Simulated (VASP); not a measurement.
Runs of VASP 6.6.1 on TlBr. The structure is that of space group Pm-3m (No. 221), or close to it. The cells are those of the table. 

| level | cell | gap on the mesh (eV) | pressure (GPa) |
| --- | --- | --- | --- |
| r2SCAN+D4 | a = 3.980 Å, 2 atoms | 2.71 | 0.7 |
| r2SCAN | a = 3.159 Å, 2 atoms | none | 96.7 |
| r2SCAN | a = 3.448 Å, 2 atoms | 0.74 | (b) |
| r2SCAN | a = 3.261 Å, 2 atoms | none | 66.1 |
| r2SCAN | a = 3.980 Å, 2 atoms | 2.71 | (a) |

Alike in all rows: task electric field gradients; potentials or basis VASP PAW PBE potentials, release 64 (Tl_d, Br); no spin polarisation; k mesh 7 × 7 × 7; cutoff (eV) 440; smearing fermi-dirac 0.03 eV.

Estimate the missing entries.

(a) 0.3; (b) 33.1.

Caveats: the PAW data sets were made with another functional, which shifts forces and pressure a little; spin-orbit coupling is left out, which moves the levels of the heavy elements; an odd mesh through Γ misses points on the zone boundary, where band edges can lie (at least some runs); the cell stands under pressure (at least some runs).

A k mesh can miss the band edges, and the runs leave out spin-orbit coupling on Br, Tl.

A gap of «none» marks levels without a gap at the run's occupations.
